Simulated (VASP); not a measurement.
Wanted: the native input for a VASP 6.6.1 run.

```yaml
Task: single point
Functional: LDA
Potentials_or_basis: VASP PAW LDA potentials, release 64 (Sb)
Cutoff: 500 eV
k_mesh: 14 × 14 × 14
Occupations: fermi-dirac, width 0.08 eV
Spin: no spin polarisation
Dipole_correction: no
Further_INCAR_settings: ALGO = Normal; EDIFF = 1e-06; NBANDS = 8
```

The structure of Sb lies in POSCAR:

```
Sb
1.0
   -1.4203279566      1.4203279566      1.4203279566
    1.4203279566     -1.4203279566      1.4203279566
    1.4203279566      1.4203279566     -1.4203279566
Sb
1
Direct
    0.0000000000      0.0000000000      0.0000000000
```

This cell differs from its parent crystal: volume scaled by 0.45.

These files were run (other wordings do the same):

INCAR

```
PREC = Accurate
ENCUT = 500
EDIFF = 1E-6
ISMEAR = -1
SIGMA = 0.08
LREAL = False
LASPH = True
NELM = 120
ALGO = Normal
ISIF = 2
LWAVE = False
LCHARG = True
GGA = CA
LELF = True
LVHAR = True
NBANDS = 8
GGA_COMPAT = False
```

KPOINTS

```
Automatic mesh
0
Gamma
  14 14 14
```

Potentials or basis: VASP PAW LDA potentials, release 64 (Sb).

Command:

```bash
$ cat potpaw_LDA.64/Sb/POTCAR > POTCAR
$ mpirun -np 1 vasp_std > vasp.out
```

Results of the run:

| Property | Result |
| --- | --- |
| Pressure | 379.6 GPa |

Wall time 4.9 s on 1 thread of Intel(R) Xeon(R) Platinum 8559C (Emerald Rapids), on a shared host, peak memory 0.12 GiB.
